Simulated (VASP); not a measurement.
# GaN (Fm-3m) in VASP: single point with r2SCAN

Aim: the single point of GaN with r2SCAN.

Everything below comes from runs of VASP 6.6.1. Logs are shortened: lines on timing, memory, paths and dates and some standing lists are left out, and cuts for length are marked.

## (1) The cell of the first run

The structure is cubic, space group Fm-3m (No. 225). Conventional cell: a = 4.133 Å, b = 4.133 Å, c = 4.133 Å, α = 90.00°, β = 90.00°, γ = 90.00°. Within 2.7 Å of Ga (site symmetry m-3m) lie 6 N at 2.07 Å. Within 2.7 Å of N (site symmetry m-3m) lie 6 Ga at 2.07 Å.

## (2) Single point, r2SCAN (strain -2.0%)

The input, POSCAR:

```
GaN
1.0
    0.0000000000      2.0663449296      2.0663449296
    2.0663449296      0.0000000000      2.0663449296
    2.0663449296      2.0663449296      0.0000000000
Ga N
1 1
Direct
    0.0000000000      0.0000000000      0.0000000000
    0.5000000000      0.5000000000      0.5000000000
```

The input, INCAR.step1:

```
SYSTEM = GaN
ALGO = Normal
EDIFF = 1E-5
ENCUT = 1460
GGA = PE
GGA_COMPAT = .FALSE.
ISMEAR = 0
LASPH = .TRUE.
LCHARG = .FALSE.
LREAL = .FALSE.
LWAVE = .TRUE.
NBANDS = 16
NELM = 120
PREC = Accurate
SIGMA = 0.01
```

The input, INCAR.step2:

```
SYSTEM = GaN
ALGO = Normal
EDIFF = 1E-6
ENCUT = 1460
GGA_COMPAT = .FALSE.
ISIF = 2
ISMEAR = 0
ISTART = 1
LASPH = .TRUE.
LCHARG = .FALSE.
LMIXTAU = .TRUE.
LREAL = .FALSE.
LWAVE = .FALSE.
METAGGA = R2SCAN
NBANDS = 16
NELM = 120
PREC = Accurate
SIGMA = 0.01
```

The input, KPOINTS:

```
k-points
0
G
  10 10 10
  0 0 0
```

Potentials or basis: VASP PAW PBE potentials, release 64 (Ga_d, N_h).

The run is started by

```
> cat potpaw_PBE.64/Ga_d/POTCAR potpaw_PBE.64/N_h/POTCAR > POTCAR
> cp INCAR.step1 INCAR
> mpirun -np 1 vasp_std > vasp.out
> cp INCAR.step2 INCAR
> mpirun -np 1 vasp_std > vasp.out
```

OUTCAR:

```text
SYSTEM = GaN
   EDIFF = 1E-6
   ENCUT = 1460
   ISIF = 2
   ISMEAR = 0
   ISTART = 1
   LASPH = .TRUE.
   LREAL = .FALSE.
   METAGGA = R2SCAN
   NELM = 120
   PREC = Accurate

 ion  position               nearest neighbor table
   1  0.000  0.000  0.000-   2 2.07   2 2.07   2 2.07   2 2.07   2 2.07   2 2.07
   2  0.500  0.500  0.500-   1 2.07   1 2.07   1 2.07   1 2.07   1 2.07   1 2.07

  LATTYP: Found a face centered cubic cell.
 ALAT       =     4.1326898592

  Lattice vectors:

 A1 = (   0.0000000000,   2.0663449296,   2.0663449296)
 A2 = (   2.0663449296,   0.0000000000,   2.0663449296)
 A3 = (   2.0663449296,   2.0663449296,   0.0000000000)

Analysis of symmetry for initial positions (statically):
=====================================================================
 Subroutine PRICEL returns:
 Original cell was already a primitive cell.

 Routine SETGRP: Setting up the symmetry group for a
 face centered cubic supercell.

 Subroutine GETGRP returns: Found 48 space group operations
 (whereof 48 operations were pure point group operations)
 out of a pool of 48 trial point group operations.

The static configuration has the point symmetry O_h .

Analysis of symmetry for dynamics (positions and initial velocities):
=====================================================================
 Subroutine PRICEL returns:
 Original cell was already a primitive cell.

 Routine SETGRP: Setting up the symmetry group for a
 face centered cubic supercell.

 Subroutine GETGRP returns: Found 48 space group operations
 (whereof 48 operations were pure point group operations)
 out of a pool of 48 trial point group operations.

The dynamic configuration has the point symmetry O_h .

 Subroutine INISYM returns: Found 48 space group operations
 (whereof 48 operations are pure point group operations),
 and found     1 'primitive' translations

----------------------------------------------------------------------------------------

                                     Primitive cell

  volume of cell :      17.6457

  direct lattice vectors                    reciprocal lattice vectors
     0.000000000  2.066344930  2.066344930    -0.241973154  0.241973154  0.241973154
     2.066344930  0.000000000  2.066344930     0.241973154 -0.241973154  0.241973154
     2.066344930  2.066344930  0.000000000     0.241973154  0.241973154 -0.241973154

  length of vectors
     2.922253024  2.922253024  2.922253024     0.419109797  0.419109797  0.419109797

  position of ions in fractional coordinates (direct lattice)
     0.000000000  0.000000000  0.000000000
     0.500000000  0.500000000  0.500000000

  ion indices of the primitive-cell ions
   primitive index   ion index
                 1           1
                 2           2

----------------------------------------------------------------------------------------

 KPOINTS: k-points

Automatic generation of k-mesh.
 Grid dimensions read from file:
 generate k-points for:   10   10   10

 Generating k-lattice:

  Cartesian coordinates                     Fractional coordinates (reciprocal lattice)
    -0.024197315  0.024197315  0.024197315     0.100000000  0.000000000  0.000000000
     0.024197315 -0.024197315  0.024197315     0.000000000  0.100000000  0.000000000
     0.024197315  0.024197315 -0.024197315     0.000000000  0.000000000  0.100000000

  Length of vectors
     0.041910980  0.041910980  0.041910980

  Shift w.r.t. Gamma in fractional coordinates (k-lattice)
     0.000000000  0.000000000  0.000000000

 Subroutine IBZKPT returns following result:
 ===========================================

 Found     47 irreducible k-points:

 Following reciprocal coordinates:
            Coordinates               Weight
  0.000000  0.000000  0.000000      1.000000
  0.100000  0.000000  0.000000      8.000000
  0.200000  0.000000  0.000000      8.000000
  0.300000  0.000000  0.000000      8.000000
  0.400000  0.000000  0.000000      8.000000
  0.500000  0.000000  0.000000      4.000000
[... 16 lines left out ...]
  0.300000  0.300000  0.000000      6.000000
  0.400000  0.300000  0.000000     24.000000
 [... further k-points ...]
   k-points           NKPTS =     47   k-points in BZ     NKDIM =     47   number of bands    NBANDS=     16
   number of dos      NEDOS =    301   number of ions     NIONS =      2
   total plane-waves  NPLWV =  46656
   dimension x,y,z NGX =    36 NGY =   36 NGZ =   36
   dimension x,y,z NGXF=    72 NGYF=   72 NGZF=   72
   ions per type =               1   1
   NGX,Y,Z   is equivalent  to a cutoff of  20.48, 20.48, 20.48 a.u.
   NGXF,Y,Z  is equivalent  to a cutoff of  40.96, 40.96, 40.96 a.u.
 SYSTEM =  GaN
   PREC   = accura    normal or accurate (medium, high low for compatibility)
   ISTART =      1    job   : 0-new  1-cont  2-samecut
   ICHARG =      0    charge: 1-file 2-atom 10-const
   ISPIN  =      1    spin polarized calculation?
   LNONCOLLINEAR =      F non collinear calculations
   LSORBIT =      F    spin-orbit coupling
   LASPH  =      T    aspherical Exc in radial PAW
   ENCUT  = 1460.0 eV 107.31 Ry   10.36 a.u.   9.10  9.10  9.10*2*pi/ulx,y,z
   NELM   =    120;   NELMIN=  2; NELMDL=  0     # of ELM steps
   EDIFF  = 0.1E-05   stopping-criterion for ELM
   LREAL  =      F    real-space projection
   EDIFFG = 0.1E-04   stopping-criterion for IOM
   NSW    =      0    number of steps for IOM
   IBRION =     -1    ionic relax: 0-MD 1-quasi-New 2-CG
   NFREE  =      0    steps in history (QN), initial steepest desc. (CG)
   ISIF   =      2    stress and relaxation
   ISYM   =      2    0-nonsym 1-usesym 2-fastsym
   POTIM  = 0.5000    time-step for ionic-motion
   TEBEG  =    0.0;   TEEND  =   0.0 temperature during run
   PSTRESS=    0.0 pullay stress
   NELECT =      18.0000    total number of electrons
   NUPDOWN=      -1.0000    fix difference up-down
   EMIN   =  10.00;   EMAX   =-10.00  energy-range for DOS
   EFERMI =   0.00;   METHOD = LEGACY
   ISMEAR =     0;   SIGMA  =   0.01  broadening in eV -4-tet -1-fermi 0-gaus
   EFERMI_NEDOS =   21; number of points for ismear=-14 and -15
   IALGO  =     38    algorithm
   IMIX   =      4    mixing-type and parameters
     AMIX     =   0.40;   BMIX     =  1.00
     AMIX_MAG =   1.60;   BMIX_MAG =  1.00
  volume/ion in A,a.u.               =       8.82        59.54
  Fermi-wavevector in a.u.,A,eV,Ry     =   1.647983  3.114237 36.951376  2.715849
  Thomas-Fermi vector in A             =   2.737350
   LORBIT       =      0    0 simple, 1 ext, 2 COOP (PROOUT), +10 PAW based schemes
   METAGGA = R2SCAN    functional components
   LHFCALC =     F    Hartree Fock is set to
   AEXX    =    0.0000 exact exchange contribution
   IVDW    =     0    specifies the selected vdW correction
   LEPSILON=     F    determine dielectric tensor
   LRPA    =     F    only Hartree local field effects (RPA)
 non-spin polarized calculation
 Gauss-broadening in eV      SIGMA  =   0.01
  energy-cutoff  :     1460.00
  volume of cell :       17.65
 maximum number of plane-waves:      2252
   NGX = 19   NGY = 19   NGZ = 19

 number of electron      18.0000001 magnetization

 Free energy of the ion-electron system (eV)
  ---------------------------------------------------
  ext. energy  EPLUGINS =         0.00000000
  ---------------------------------------------------
  free energy    TOTEN  =       -20.91489344 eV

  energy without entropy =      -20.91489344  energy(sigma->0) =      -20.91489344

 E-fermi :   9.0351     XC(G=0): -14.6058

 val. band max:        8.8829082420   @ k =  -0.2000   0.2000   0.0000
 cond. band min:      10.4842988291   @ k =   0.5000   0.5000   0.0000
 fundamental gap:      1.6013905871
 Fermi energy:         9.0350848241

 k-point     1 :       0.0000    0.0000    0.0000
  band No.  band energies     occupation
      1      -9.8602      2.00000
      2      -5.4425      2.00000
      3      -5.4425      2.00000
      4      -5.4425      2.00000
      5      -5.3598      2.00000
      6      -5.3598      2.00000
[... 8 lines left out ...]
     15      26.8873      0.00000
     16      26.8873      0.00000

 k-point     2 :       0.1000    0.0000    0.0000
  band No.  band energies     occupation
      1      -9.6501      2.00000
      2      -5.4530      2.00000
      3      -5.4345      2.00000
      4      -5.4345      2.00000
      5      -5.3747      2.00000
      6      -5.3747      2.00000
[... 8 lines left out ...]
     15      26.4933      0.00000
     16      26.5341      0.00000

 k-point     3 :       0.2000    0.0000    0.0000
  band No.  band energies     occupation
      1      -9.0411      2.00000
      2      -5.4874      2.00000
      3      -5.4874      2.00000
      4      -5.4831      2.00000
      5      -5.3388      2.00000
      6      -5.3388      2.00000
[... 8 lines left out ...]
     15      27.3959      0.00000
     16      27.3959      0.00000

 k-point     4 :       0.3000    0.0000    0.0000
  band No.  band energies     occupation
      1      -8.1136      2.00000
      2      -5.5796      2.00000
      3      -5.5796      2.00000
      4      -5.5325      2.00000
      5      -5.2655      2.00000
      6      -5.2655      2.00000
[... 8 lines left out ...]
     15      29.3379      0.00000
     16      29.3379      0.00000
[... 324 lines left out ...]
 k-point    22 :      -0.2000    0.2000    0.0000
  band No.  band energies     occupation
      1      -7.9537      2.00000
      2      -5.5813      2.00000
      3      -5.5752      2.00000
      4      -5.4944      2.00000
      5      -5.3154      2.00000
      6      -5.0640      2.00000
[... 8 lines left out ...]
     15      29.9059      0.00000
     16      31.9233      0.00000

 k-point    23 :       0.3000    0.3000    0.0000
  band No.  band energies     occupation
      1      -8.1317      2.00000
      2      -5.5824      2.00000
      3      -5.2746      2.00000
      4      -5.2472      2.00000
      5      -5.2472      2.00000
      6      -5.0273      2.00000
[... 8 lines left out ...]
     15      34.6854      0.00000
     16      36.9520      0.00000

 k-point    24 :       0.4000    0.3000    0.0000
  band No.  band energies     occupation
      1      -7.8636      2.00000
      2      -5.6004      2.00000
      3      -5.3140      2.00000
      4      -5.2383      2.00000
      5      -5.1727      2.00000
      6      -4.3900      2.00000
[... 8 lines left out ...]
     15      35.6603      0.00000
     16      37.5065      0.00000

 [... further k-points ...]

------------------------ aborting loop because EDIFF is reached ----------------------------------------

  FORCE on cell =-STRESS in cart. coord.  units (eV):
  Direction    XX          YY          ZZ          XY          YZ          ZX
  --------------------------------------------------------------------------------------
  -------------------------------------------------------------------------------------
  Total        2.0180041      2.0180041      2.0180041     -0.0000000      0.0000000     -0.0000000
  in kB      183.2289824    183.2289824    183.2289824     -0.0000000      0.0000000     -0.0000000
  external PRESSURE =     183.2289824 kB  Pullay stress =       0.0000000 kB

 VOLUME and BASIS-vectors are now :
 -----------------------------------------------------------------------------
  energy-cutoff  :     1460.00
  volume of cell :       17.65
      direct lattice vectors                 reciprocal lattice vectors
     0.000000000  2.066344930  2.066344930    -0.241973154  0.241973154  0.241973154
     2.066344930  0.000000000  2.066344930     0.241973154 -0.241973154  0.241973154
     2.066344930  2.066344930  0.000000000     0.241973154  0.241973154 -0.241973154

 POSITION                                       TOTAL-FORCE (eV/Angst)
 -----------------------------------------------------------------------------------
      0.00000      0.00000      0.00000         0.000000      0.000000      0.000000
      2.06634      2.06634      2.06634        -0.000000     -0.000000     -0.000000
 -----------------------------------------------------------------------------------
    total drift:                                0.000000      0.000000      0.000000

  FREE ENERGIE OF THE ION-ELECTRON SYSTEM (eV)
  ---------------------------------------------------
  free  energy   TOTEN  =       -20.9148934433 eV

  energy  without entropy=      -20.9148934433  energy(sigma->0) =      -20.91489344
```

Run time: 5 min. Hardware: 1 thread of AMD EPYC 7R43 (Zen 3), shared host; peak memory 0.22 GiB.

Results:

| Item | Value |
| --- | --- |
| Free energy | -20.9149 eV |
| Pressure | 18.3 GPa |
| Band gap on the k mesh | 1.60 eV (least direct gap 4.24 eV) |

Caveat: the cell differs from its parent crystal (strain -2.0%); the cell stands under pressure; the structure was generated, so it needn't be the stable form of GaN; the PAW data sets were made with another functional, which shifts forces and pressure a little. A k mesh can miss the band edges.
